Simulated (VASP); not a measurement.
Wanted: the native input for a VASP 6.6.1 run.

```
Task                   : relaxation of cell and atoms
Functional             : PBE
Potentials or basis    : VASP PAW PBE potentials, release 64 (Cs_sv, Cu)
Cutoff                 : 600 eV
k mesh                 : 4 × 4 × 4
Occupations            : gaussian, width 0.1 eV
Spin                   : no spin polarisation
Dipole correction      : no
Further INCAR settings : ALGO = Fast; EDIFF = 1e-06; IBRION = 2; EDIFFG = -0.04; NSW = 90; ISIF = 3
```

The structure of CsCu2 lies in POSCAR:

```
CsCu2
1.0
    0.0000000000      3.2635554252      3.2635554252
    3.2635554252      0.0000000000      3.2635554252
    3.2635554252      3.2635554252      0.0000000000
Cs Cu
1 2
Direct
    0.0000000000      0.0000000000      0.0000000000
    0.2500000000      0.2500000000      0.2500000000
    0.7500000000      0.7500000000      0.7500000000
```

One way to write it, as run:

INCAR

```
SYSTEM = CsCu2
ALGO = Fast
EDIFF = 1E-6
EDIFFG = -0.04
ENCUT = 600
GGA = PE
IBRION = 2
ISIF = 3
ISMEAR = 0
LASPH = .True.
LCHARG = .False.
LREAL = .False.
LWAVE = .False.
NELM = 100
NSW = 90
PREC = Accurate
SIGMA = 0.1
```

KPOINTS

```
k-points
0
Gamma
  4 4 4
  0 0 0
```

Potentials or basis: VASP PAW PBE potentials, release 64 (Cs_sv, Cu).

The run is started by

```console
$ cat potpaw_PBE.64/Cs_sv/POTCAR potpaw_PBE.64/Cu/POTCAR > POTCAR
$ mpirun -np 1 vasp_std > vasp.out
```

Results of the run:

```json
{
 "Relaxed volume": "43.16 Å³/atom",
 "Relaxed cell": "a = 5.679 Å, b = 5.679 Å, c = 5.679 Å, α = 60.00°, β = 60.00°, γ = 60.00°",
 "Space group after relaxing (to 0.1 Å)": "Fm-3m (No. 225)",
 "Energy gained by relaxing": "454.9 meV/atom",
 "Ionic steps": "7",
 "Pressure after relaxing": "0.1 GPa",
 "Band gap on the k mesh": "zero (an odd number of electrons rules out a gap without spin polarisation)"
}
```

Caveat: the k points lie up to 0.34 Å⁻¹ apart in the final cell, too coarse for converged energies and pressures of a metal; the volume moved by over 15 % at a fixed basis, so the end points are rough; spin-orbit coupling is left out, which moves the levels of the heavy elements.

Run time: 5.4 min on 1 thread of Intel Xeon 8259CL (shared host), peak memory 0.25 GiB.
